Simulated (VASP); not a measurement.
# MgTe (P6_3mc) in VASP: single point with HSE06

Aim: the single point of MgTe with HSE06.

Program: VASP 6.6.1. These are calculated values, not measurements. Logs are shortened: lines on timing, memory, paths and dates and some standing lists are left out, and cuts for length are marked.

### 1 The cell of the first run

The structure is hexagonal, space group P6_3mc (No. 186). Conventional cell: a = 4.486 Å, b = 4.486 Å, c = 7.576 Å, α = 90.00°, β = 90.00°, γ = 120.00°. Within 3.7 Å of Mg (site symmetry 3m) lie 4 Te at 2.77 to 2.80 Å. Te (site symmetry 3m) has 4 Mg at 2.77 to 2.80 Å within 3.7 Å.

### 2 Single point, HSE06 (epitaxial xy strain -2.0%)

Input file POSCAR:

```
MgTe
1.0
    4.4860829330      0.0000000000      0.0000000000
   -2.2430414665      3.8850617834      0.0000000000
    0.0000000000      0.0000000000      7.5761177589
Mg Te
2 2
Direct
    0.3333333333      0.6666666667      0.0029702772
    0.6666666667      0.3333333333      0.5029702772
    0.3333333333      0.6666666667      0.3720297228
    0.6666666667      0.3333333333      0.8720297228
```

Input file INCAR.step1:

```
SYSTEM = MgTe
  PREC = Accurate
  ENCUT = 520
  EDIFF = 1E-5
  ISMEAR = 0
  SIGMA = 0.01
  LREAL = .False.
  LASPH = .True.
  NELM = 120
  ALGO = Normal
  ISIF = 2
  LWAVE = .True.
  LCHARG = .False.
  NBANDS = 16
  GGA = PE
  GGA_COMPAT = .False.
```

Input file INCAR.step2:

```
SYSTEM = MgTe
  PREC = Accurate
  ENCUT = 520
  EDIFF = 1E-6
  ISMEAR = 0
  SIGMA = 0.01
  LREAL = .False.
  LASPH = .True.
  NELM = 120
  ALGO = Normal
  ISIF = 2
  LWAVE = .False.
  LCHARG = .False.
  GGA = PE
  LHFCALC = .True.
  HFSCREEN = 0.2079
  PRECFOCK = Normal
  NBANDS = 16
  ISTART = 1
  GGA_COMPAT = .False.
```

Input file KPOINTS:

```
regular mesh
0
Gamma
  6 6 2
  0 0 0
```

Potentials or basis: VASP PAW PBE potentials, release 64 (Mg, Te).

Launch:

```sh
$ cat potpaw_PBE.64/Mg/POTCAR potpaw_PBE.64/Te/POTCAR > POTCAR
$ cp INCAR.step1 INCAR
$ mpirun -np 1 vasp_std > vasp.out
$ cp INCAR.step2 INCAR
$ mpirun -np 1 vasp_std > vasp.out
```

OUTCAR:

```text
SYSTEM = MgTe
   PREC = Accurate
   ENCUT = 520
   EDIFF = 1E-6
   ISMEAR = 0
   LREAL = .False.
   LASPH = .True.
   NELM = 120
   ISIF = 2
   GGA = PE
   LHFCALC = .True.
   HFSCREEN = 0.2079
   PRECFOCK = Normal
   ISTART = 1

 ion  position               nearest neighbor table
   1  0.333  0.667  0.003-   4 2.77   4 2.77   4 2.77   3 2.80
   2  0.667  0.333  0.503-   3 2.77   3 2.77   3 2.77   4 2.80
   3  0.333  0.667  0.372-   2 2.77   2 2.77   2 2.77   1 2.80
   4  0.667  0.333  0.872-   1 2.77   1 2.77   1 2.77   2 2.80

  LATTYP: Found a hexagonal cell.
 ALAT       =     4.4860829330
 C/A-ratio  =     1.6888046592

  Lattice vectors:

 A1 = (   4.4860829330,   0.0000000000,   0.0000000000)
 A2 = (  -2.2430414665,   3.8850617834,   0.0000000000)
 A3 = (   0.0000000000,   0.0000000000,   7.5761177589)

Analysis of symmetry for initial positions (statically):
=====================================================================
 Subroutine PRICEL returns:
 Original cell was already a primitive cell.

 Routine SETGRP: Setting up the symmetry group for a
 hexagonal supercell.

 Subroutine GETGRP returns: Found 12 space group operations
 (whereof  6 operations were pure point group operations)
 out of a pool of 24 trial point group operations.

The static configuration has the point symmetry C_3v.
 The point group associated with its full space group is C_6v.

Analysis of symmetry for dynamics (positions and initial velocities):
=====================================================================
 Subroutine PRICEL returns:
 Original cell was already a primitive cell.

 Routine SETGRP: Setting up the symmetry group for a
 hexagonal supercell.

 Subroutine GETGRP returns: Found 12 space group operations
 (whereof  6 operations were pure point group operations)
 out of a pool of 24 trial point group operations.

The dynamic configuration has the point symmetry C_3v.
 The point group associated with its full space group is C_6v.

 Subroutine INISYM returns: Found 12 space group operations
 (whereof  6 operations are pure point group operations),
 and found     1 'primitive' translations

----------------------------------------------------------------------------------------

                                     Primitive cell

  volume of cell :     132.0420

  direct lattice vectors                    reciprocal lattice vectors
     4.486082933  0.000000000  0.000000000     0.222911617  0.128698082  0.000000000
    -2.243041466  3.885061783  0.000000000     0.000000000  0.257396164  0.000000000
     0.000000000  0.000000000  7.576117759     0.000000000  0.000000000  0.131993724

  length of vectors
     4.486082933  4.486082933  7.576117759     0.257396164  0.257396164  0.131993724

  position of ions in fractional coordinates (direct lattice)
     0.333333333  0.666666667  0.002970277
     0.666666667  0.333333333  0.502970277
     0.333333333  0.666666667  0.372029723
     0.666666667  0.333333333  0.872029723

  ion indices of the primitive-cell ions
   primitive index   ion index
                 1           1
                 2           2
                 3           3
                 4           4

----------------------------------------------------------------------------------------

 KPOINTS: regular mesh

Automatic generation of k-mesh.
 Grid dimensions read from file:
 generate k-points for:    6    6    2

 Generating k-lattice:

  Cartesian coordinates                     Fractional coordinates (reciprocal lattice)
     0.037151936  0.021449680  0.000000000     0.166666667  0.000000000  0.000000000
     0.000000000  0.042899361  0.000000000     0.000000000  0.166666667  0.000000000
     0.000000000  0.000000000  0.065996862     0.000000000  0.000000000  0.500000000

  Length of vectors
     0.042899361  0.042899361  0.065996862

  Shift w.r.t. Gamma in fractional coordinates (k-lattice)
     0.000000000  0.000000000  0.000000000

 Subroutine IBZKPT returns following result:
 ===========================================

 Found     14 irreducible k-points:

 Following reciprocal coordinates:
            Coordinates               Weight
  0.000000  0.000000  0.000000      1.000000
  0.166667  0.000000  0.000000      6.000000
  0.333333  0.000000  0.000000      6.000000
  0.500000  0.000000  0.000000      3.000000
  0.166667  0.166667  0.000000      6.000000
  0.333333  0.166667  0.000000     12.000000
  0.333333  0.333333  0.000000      2.000000
  0.000000  0.000000  0.500000      1.000000
  0.166667  0.000000  0.500000      6.000000
  0.333333  0.000000  0.500000      6.000000
  0.500000  0.000000  0.500000      3.000000
  0.166667  0.166667  0.500000      6.000000
  0.333333  0.166667  0.500000     12.000000
  0.333333  0.333333  0.500000      2.000000
   k-points           NKPTS =     14   k-points in BZ     NKDIM =     72   number of bands    NBANDS=     16
   number of dos      NEDOS =    301   number of ions     NIONS =      4
   total plane-waves  NPLWV =  72576
   dimension x,y,z NGX =    36 NGY =   36 NGZ =   56
   dimension x,y,z NGXF=    72 NGYF=   72 NGZF=  112
   ions per type =               2   2
   NGX,Y,Z   is equivalent  to a cutoff of  13.34, 13.34, 12.29 a.u.
   NGXF,Y,Z  is equivalent  to a cutoff of  26.68, 26.68, 24.58 a.u.
 SYSTEM =  MgTe
   PREC   = accura    normal or accurate (medium, high low for compatibility)
   ISTART =      1    job   : 0-new  1-cont  2-samecut
   ICHARG =      0    charge: 1-file 2-atom 10-const
   ISPIN  =      1    spin polarized calculation?
   LNONCOLLINEAR =      F non collinear calculations
   LSORBIT =      F    spin-orbit coupling
   LASPH  =      T    aspherical Exc in radial PAW
   ENCUT  =  520.0 eV  38.22 Ry    6.18 a.u.   8.34  8.34 14.09*2*pi/ulx,y,z
   NELM   =    120;   NELMIN=  2; NELMDL=  0     # of ELM steps
   EDIFF  = 0.1E-05   stopping-criterion for ELM
   LREAL  =      F    real-space projection
   EDIFFG = 0.1E-04   stopping-criterion for IOM
   NSW    =      0    number of steps for IOM
   IBRION =     -1    ionic relax: 0-MD 1-quasi-New 2-CG
   NFREE  =      0    steps in history (QN), initial steepest desc. (CG)
   ISIF   =      2    stress and relaxation
   ISYM   =      3    0-nonsym 1-usesym 2-fastsym
   POTIM  = 0.5000    time-step for ionic-motion
   TEBEG  =    0.0;   TEEND  =   0.0 temperature during run
   PSTRESS=    0.0 pullay stress
   NELECT =      16.0000    total number of electrons
   NUPDOWN=      -1.0000    fix difference up-down
   EMIN   =  10.00;   EMAX   =-10.00  energy-range for DOS
   EFERMI =   0.00;   METHOD = LEGACY
   ISMEAR =     0;   SIGMA  =   0.01  broadening in eV -4-tet -1-fermi 0-gaus
   EFERMI_NEDOS =   21; number of points for ismear=-14 and -15
   IALGO  =     38    algorithm
   IMIX   =      1    mixing-type and parameters
     AMIX     =   0.40;   BMIX     =  1.00
     AMIX_MAG =   1.60;   BMIX_MAG =  1.00
  volume/ion in A,a.u.               =      33.01       222.77
  Fermi-wavevector in a.u.,A,eV,Ry     =   0.810110  1.530887  8.929215  0.656279
  Thomas-Fermi vector in A             =   1.919225
   LORBIT       =      0    0 simple, 1 ext, 2 COOP (PROOUT), +10 PAW based schemes
   GGA     = PE    functional components
   LHFCALC =     T    Hartree Fock is set to
   PRECFOCK=normal    Normal, Fast or Accurate (Low or Medium for compatibility)
   ENCUT4O =  -1.0   cutoff for four orbital integrals eV
   NKREDX  =     1    reduce k-point grid by
   NKREDY  =     1    reduce k-point grid by
   NKREDZ  =     1    reduce k-point grid by
   AEXX    =    0.2500 exact exchange contribution
   HFSCREEN=    0.2079 screening length (either q_TF or 0.3 A-1)
   HFSCREENC=   0.2079 screening length for correlation (either q_TF or 0.3 A-1)
   ENCUTFOCK=  -1.0 apply spherical cutoff to Coloumb kernel
   IVDW    =     0    specifies the selected vdW correction
   LEPSILON=     F    determine dielectric tensor
   LRPA    =     F    only Hartree local field effects (RPA)
 non-spin polarized calculation
 Gauss-broadening in eV      SIGMA  =   0.01
  energy-cutoff  :      520.00
  volume of cell :      132.04
 maximum number of plane-waves:      3580
 NGX is ok and might be reduce to    36
  NGX = 28; NGY = 28; NGZ = 48

 number of electron      16.0000000 magnetization

 Free energy of the ion-electron system (eV)
  ---------------------------------------------------
  ext. energy  EPLUGINS =         0.00000000
  ---------------------------------------------------
  free energy    TOTEN  =       -15.10261243 eV

  energy without entropy =      -15.10261243  energy(sigma->0) =      -15.10261243

 E-fermi :   1.6759     XC(G=0):  -6.6629

 val. band max:        1.5784974742   @ k =   0.0000   0.0000   0.0000
 cond. band min:       4.7732127130   @ k =   0.0000   0.0000   0.0000
 fundamental gap:      3.1947152388
 Fermi energy:         1.6759434639

 k-point     1 :       0.0000    0.0000    0.0000
  band No.  band energies     occupation
      1      -9.7221      2.00000
      2      -9.0660      2.00000
      3      -2.1679      2.00000
      4       1.0996      2.00000
      5       1.0996      2.00000
      6       1.3306      2.00000
[... 8 lines left out ...]
     15       8.8316      0.00000
     16       9.8381      0.00000

 k-point     2 :       0.1667    0.0000    0.0000
  band No.  band energies     occupation
      1      -9.5801      2.00000
      2      -8.9791      2.00000
      3      -1.9653      2.00000
      4       0.1319      2.00000
      5       0.5472      2.00000
      6       0.8356      2.00000
[... 8 lines left out ...]
     15       8.8531      0.00000
     16       9.4118      0.00000

 k-point     3 :       0.3333    0.0000    0.0000
  band No.  band energies     occupation
      1      -9.2390      2.00000
      2      -8.8168      2.00000
      3      -1.6200      2.00000
      4      -1.0365      2.00000
      5      -0.7696      2.00000
      6       0.4224      2.00000
[... 8 lines left out ...]
     15       9.5964      0.00000
     16      10.6063      0.00000
[... 172 lines left out ...]
 k-point    13 :       0.3333    0.1667    0.5000
  band No.  band energies     occupation
      1      -8.8904      2.00000
      2      -8.8904      2.00000
      3      -1.7771      2.00000
      4      -1.7771      2.00000
      5      -0.0564      2.00000
      6      -0.0564      2.00000
[... 8 lines left out ...]
     15      10.1988      0.00000
     16      10.1988      0.00000

 k-point    14 :       0.3333    0.3333    0.5000
  band No.  band energies     occupation
      1      -8.8140      2.00000
      2      -8.8140      2.00000
      3      -1.7131      2.00000
      4      -1.7131      2.00000
      5      -0.6405      2.00000
      6      -0.6405      2.00000
[... 8 lines left out ...]
     15       9.9684      0.00000
     16       9.9684      0.00000

------------------------ aborting loop because EDIFF is reached ----------------------------------------

  FORCE on cell =-STRESS in cart. coord.  units (eV):
  Direction    XX          YY          ZZ          XY          YZ          ZX
  --------------------------------------------------------------------------------------
  -------------------------------------------------------------------------------------
  Total        0.9250336      0.9250336     -0.2037036      0.0000000      0.0000000      0.0000000
  in kB       11.2242197     11.2242197     -2.4717092      0.0000000      0.0000000      0.0000000
  external PRESSURE =       6.6589100 kB  Pullay stress =       0.0000000 kB

 VOLUME and BASIS-vectors are now :
 -----------------------------------------------------------------------------
  energy-cutoff  :      520.00
  volume of cell :      132.04
      direct lattice vectors                 reciprocal lattice vectors
     4.486082933  0.000000000  0.000000000     0.222911617  0.128698082  0.000000000
    -2.243041466  3.885061783  0.000000000     0.000000000  0.257396164  0.000000000
     0.000000000  0.000000000  7.576117759     0.000000000  0.000000000  0.131993724

 POSITION                                       TOTAL-FORCE (eV/Angst)
 -----------------------------------------------------------------------------------
     -0.00000      2.59004      0.02250         0.000000      0.000000     -0.008338
      2.24304      1.29502      3.81056        -0.000000      0.000000     -0.008338
     -0.00000      2.59004      2.81854         0.000000     -0.000000      0.008338
      2.24304      1.29502      6.60660        -0.000000      0.000000      0.008338
 -----------------------------------------------------------------------------------
    total drift:                                0.000000     -0.000000     -0.000295

  FREE ENERGIE OF THE ION-ELECTRON SYSTEM (eV)
  ---------------------------------------------------
  free  energy   TOTEN  =       -15.1026124295 eV

  energy  without entropy=      -15.1026124295  energy(sigma->0) =      -15.10261243
```

Wall time 39 min (1 thread of Oxide Virtual Turin-like, shared host); peak memory 0.36 GiB.

Results:

```
Free energy            : -15.1026 eV
Pressure               : 0.7 GPa
Largest force          : 0.008 eV/Å
Band gap on the k mesh : 3.19 eV
```

Forces on the atoms (eV/Å):
```
Mg   0.000  0.000 -0.008
Mg   0.000  0.000 -0.008
Te   0.000  0.000  0.008
Te   0.000  0.000  0.008
```

Stress tensor (GPa, compression positive):
```
 1.12  0.00  0.00
 0.00  1.12  0.00
 0.00  0.00 -0.25
```

Levels at points of the mesh, in eV from the valence-band top:
| k point | band 4 | band 5 | band 6 | band 7 | band 8 | band 9 | band 10 | band 11 | band 12 | band 13 |
| --- | --- | --- | --- | --- | --- | --- | --- | --- | --- | --- |
| (0.00, 0.00, 0.00) | -0.48 | -0.48 | -0.25 | 0.00 | 0.00 | 3.19 | 3.98 | 6.27 | 6.28 | 6.28 |
| (0.50, 0.00, 0.00) | -3.01 | -2.27 | -1.33 | -1.21 | -0.55 | 3.98 | 4.60 | 4.85 | 6.36 | 7.33 |
| (0.00, 0.00, 0.50) | -2.36 | -0.25 | -0.25 | -0.25 | -0.25 | 4.40 | 4.40 | 6.53 | 6.53 | 6.53 |
| (0.50, 0.00, 0.50) | -3.57 | -1.17 | -1.17 | -0.98 | -0.98 | 3.86 | 3.86 | 5.01 | 5.01 | 7.95 |

Caveat: the cell differs from its parent crystal (epitaxial xy strain -2.0%); the structure was generated, so it needn't be the stable form of MgTe; the PAW data sets were made with another functional, which shifts forces and pressure a little; spin-orbit coupling is left out, which moves the levels of the heavy elements.
